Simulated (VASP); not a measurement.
# AlO: single point with PBE

AlO:

```xyz
4
Lattice="2.9370 0.0000 0.0000 -1.4685 2.5435 0.0000 0.0000 0.0000 10.6768" Properties=species:S:1:pos:R:3 pbc="T T T"
Al    1.4685    0.8478    5.0378
Al    0.0000    1.6957   10.3762
O     1.4685    0.8478    9.6963
O     0.0000    1.6957    4.3578
```

| Item | Value |
| --- | --- |
| Program | VASP 6.6.1 |
| Task | single point |
| Functional | PBE |
| Potentials or basis | VASP PAW PBE potentials, release 64 (Al, O) |
| Cutoff | 520 eV |
| k mesh | 18 × 18 × 6 |
| Occupations | gaussian, width 0.1 eV |
| Spin | no spin polarisation |
| Dipole correction | no |
| Further INCAR settings | ALGO = Normal; EDIFF = 1e-06; NBANDS = 17 |

* Pressure: 0.0 GPa
* Largest force: 0.011 eV/Å
* Band gap on the k mesh: zero (bands 9 and 10 overlap by 4.34 eV)

Forces on the atoms (eV/Å):
```
Al   0.000  0.000 -0.011
Al   0.000  0.000 -0.011
O    0.000  0.000  0.011
O    0.000  0.000  0.011
```

Stress tensor (GPa, compression positive):
```
 0.09  0.00  0.00
 0.00  0.09  0.00
 0.00  0.00 -0.05
```

Levels at points of the mesh, in eV from the Fermi level:
| k point | band 8 | band 9 | band 10 | band 11 | band 12 | band 13 |
| --- | --- | --- | --- | --- | --- | --- |
| (0.00, 0.00, 0.00) | -5.32 | -2.45 | -1.78 | 2.29 | 3.81 | 5.41 |
| (0.50, 0.00, 0.00) | -5.37 | 0.80 | 0.86 | 2.04 | 2.29 | 6.27 |
| (0.00, 0.00, 0.50) | -5.32 | -2.14 | -2.14 | 2.93 | 2.93 | 6.48 |
| (0.50, 0.00, 0.50) | -5.38 | 0.82 | 0.82 | 2.17 | 2.17 | 6.44 |

It took 68 s on 1 thread of Intel(R) Xeon(R) 6975P-C (Granite Rapids) (shared host), peak memory 0.31 GiB.
